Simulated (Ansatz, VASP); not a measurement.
**Si2Mo in VASP and in Ansatz**

File INCAR:

```
SYSTEM = Si2Mo
PREC = Accurate ; ENCUT = 520
EDIFF = 1E-6 ; ISMEAR = 0
SIGMA = 0.15 ; LREAL = .FALSE.
LASPH = .TRUE. ; NELM = 60
ALGO = Fast ; ISIF = 2
LWAVE = .FALSE. ; LCHARG = .FALSE.
GGA = PS ; NBANDS = 18
```

KPOINTS

```
Automatic mesh
0
G
  20 20 20
  0 0 0
```

The input POSCAR:

```
Si2Mo
1.0
   -1.5950350805      1.5950350805      3.9106920000
    1.5950350805     -1.5950350805      3.9106920000
    1.5950350805      1.5950350805     -3.9106920000
Si Mo
2 1
Direct
    0.3350596655      0.3193860290     -0.0156736365
    0.6649403345      0.6806139710      0.0156736365
    0.0000000000      0.0000000000      0.0000000000
```

Input for Ansatz:

```yaml
crystal:
  lattice:
    - [-1.5950350805, 1.5950350805, 3.910692]
    - [1.5950350805, -1.5950350805, 3.910692]
    - [1.5950350805, 1.5950350805, -3.910692]
  atoms:
    - { symbol: Si, position: [0.3350596655, 0.319386029, -0.0156736365] }
    - { symbol: Si, position: [0.6649403345, 0.680613971, 0.0156736365] }
    - { symbol: Mo, position: [0.0, 0.0, 0.0] }
basis:
  ecutwfc: 420
kpoints:
  mp_grid: { grid: [20, 20, 20] }
hamiltonian:
  xc: pbesol
scf:
  occupations: { method: gaussian, width: 0.15 }
output:
  forces: true
  stress: true
  eigenvalues: true
  write_density: true
  write_potential: true
  elf: true
  volumetric_format: npy
```

Change from the starting cell: mode 7 (333.0 1/cm) frozen in, largest displacement +0.050 Å.

Alike in both runs: task single point; functional PBEsol; k mesh 20 × 20 × 20; occupations gaussian, width 0.15 eV; no spin polarisation.

|  | VASP | Ansatz |
| --- | --- | --- |
| version | VASP 6.6.1 | Ansatz 0.2.0 |
| potentials or method | VASP PAW PBE potentials, release 64 (Si, Mo_sv), cutoff 520 eV | scalar-relativistic, plane waves, PAW |
| valence electrons in the cell | 22 | 22 |

Ansatz gave:

| Quantity | Value |
| --- | --- |
| gap on the k mesh at the Fermi level (eV) | none |
| pressure (GPa) | 0.3 |
| traceless stress, the component that is largest in VASP (GPa) | -0.63 |
| rms of the force components (eV/Å) | 0.270 |

Task: Estimate VASP's values.

Result: gap on the k mesh at the Fermi level (eV): none; pressure (GPa): 0.7; traceless stress, the component that is largest in VASP (GPa): -0.65; rms of the force components (eV/Å): 0.272.

VASP's potentials were made for PBE, not for PBEsol. Atom by atom the forces differ by 0.003 eV/Å (rms over components). A gap of «none» marks a metal or a gap that the smearing closes. The functional is the same, so the differences come from potentials, cutoffs and numerics.
